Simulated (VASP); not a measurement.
**YAl2N3: relaxation of cell and atoms with PBE**

The system is YAl2N3.

```
CELL_PARAMETERS angstrom
5.02500 -2.90000 0.00000
5.02500 2.90000 0.00000
0.00000 0.00000 5.30000
ATOMIC_POSITIONS crystal
Y 0.33300 0.66700 0.00000
Y 0.66700 0.33300 0.50000
Al 0.66660 0.00000 0.00000
Al 0.00000 0.33340 0.00000
Al 0.00000 0.66660 0.50000
Al 0.33340 0.00000 0.50000
N 0.66660 0.00000 0.36500
N 0.00000 0.33340 0.36500
N 0.66700 0.33300 0.89000
N 0.00000 0.66660 0.86500
N 0.33340 0.00000 0.86500
N 0.33300 0.66700 0.39000
```

```yaml
Program: VASP 6.6.1
Task: relaxation of cell and atoms
Functional: PBE
Potentials_or_basis: VASP PAW PBE potentials, release 64 (Y_sv, Al, N)
Cutoff: 600 eV
k_mesh: 3 × 3 × 2
Occupations: gaussian, width 0.15 eV
Spin: no spin polarisation
Dipole_correction: no
Further_INCAR_settings: ALGO = Normal; EDIFF = 1e-06; IBRION = 2; EDIFFG = -0.08; NSW = 36; ISIF = 3
```

```json
{
 "Relaxed volume": "12.64 Å³/atom",
 "Relaxed cell": "a = 5.845 Å, b = 5.845 Å, c = 5.175 Å, α = 90.00°, β = 90.00°, γ = 59.08°",
 "Space group after relaxing (to 0.1 Å)": "Cmc2_1 (No. 36)",
 "Energy gained by relaxing": "358.5 meV/atom",
 "Ionic steps": "14",
 "Pressure after relaxing": "-0.1 GPa",
 "Largest force after relaxing": "0.027 eV/Å",
 "Band gap on the k mesh": "2.39 eV (least direct gap 2.51 eV)"
}
```

Forces in eV/Å, atoms in the order of the input:
```
Y    0.000  0.021  0.000
Y    0.000 -0.021  0.000
Al   0.023  0.002  0.008
Al  -0.023  0.002  0.008
Al   0.023 -0.002  0.008
Al  -0.023 -0.002  0.008
N    0.000 -0.027 -0.006
N    0.000 -0.027 -0.006
N    0.000  0.018 -0.005
N    0.000  0.027 -0.006
N    0.000  0.027 -0.006
N    0.000 -0.018 -0.005
```

Stress tensor (GPa, compression positive):
```
-0.15  0.00  0.00
 0.00 -0.04  0.00
 0.00  0.00 -0.12
```

Step by step:
```tsv
step	energy change (eV)	largest force (eV/Å)	pressure (GPa)	volume (Å³)
1	0.0000	5.6030	8.42	154.47
2	-3.0164	0.9311	-13.47	170.07
3	-3.0918	0.8307	-11.29	167.55
4	-4.0458	0.6649	3.62	149.17
5	-4.0528	0.6829	2.25	150.44
6	-4.2104	0.5593	1.02	151.05
7	-4.2186	0.5434	0.78	151.22
8	-4.2664	0.2542	-1.04	152.73
9	-4.2697	0.1797	-1.64	153.25
10	-4.2966	0.1031	0.45	151.20
11	-4.2966	0.1046	0.39	151.24
12	-4.3006	0.0817	-0.03	151.61
13	-4.3006	0.0805	0.00	151.59
14	-4.3016	0.0271	-0.10	151.69
```

Final structure:
```yaml
crystal:
  lattice:
    - [5.08560, -2.88186, 0.00000]
    - [5.08560, 2.88186, 0.00000]
    - [0.00000, 0.00000, 5.17497]
  atoms:
    - { symbol: Y, position: [0.30842, 0.69158, 0.97262] }
    - { symbol: Y, position: [0.69158, 0.30842, 0.47262] }
    - { symbol: Al, position: [0.65992, 0.98970, 0.99508] }
    - { symbol: Al, position: [0.01030, 0.34008, 0.99508] }
    - { symbol: Al, position: [0.98970, 0.65992, 0.49508] }
    - { symbol: Al, position: [0.34008, 0.01030, 0.49508] }
    - { symbol: N, position: [0.66753, 0.94645, 0.35993] }
    - { symbol: N, position: [0.05355, 0.33247, 0.35993] }
    - { symbol: N, position: [0.70975, 0.29025, 0.93734] }
    - { symbol: N, position: [0.94645, 0.66753, 0.85993] }
    - { symbol: N, position: [0.33247, 0.05355, 0.85993] }
    - { symbol: N, position: [0.29025, 0.70975, 0.43734] }
```

Levels at points of the mesh, in eV from the valence-band top:
| k point | band 28 | band 29 | band 30 | band 31 | band 32 | band 33 | band 34 | band 35 | band 36 | band 37 |
| --- | --- | --- | --- | --- | --- | --- | --- | --- | --- | --- |
| (0.00, 0.00, 0.00) | -0.81 | -0.76 | -0.68 | -0.47 | -0.12 | 2.39 | 3.40 | 3.50 | 4.39 | 4.69 |
| (0.00, 0.00, 0.50) | -0.88 | -0.65 | -0.65 | -0.51 | -0.51 | 4.27 | 4.27 | 4.41 | 4.41 | 5.39 |

Run time: 5.5 min on 1 thread of Intel(R) Xeon(R) 6975P-C (Granite Rapids) (shared host), peak memory 0.34 GiB.

Caveat: the k points lie up to 0.61 Å⁻¹ apart in the final cell; an odd mesh through Γ misses points on the zone boundary, where band edges can lie.
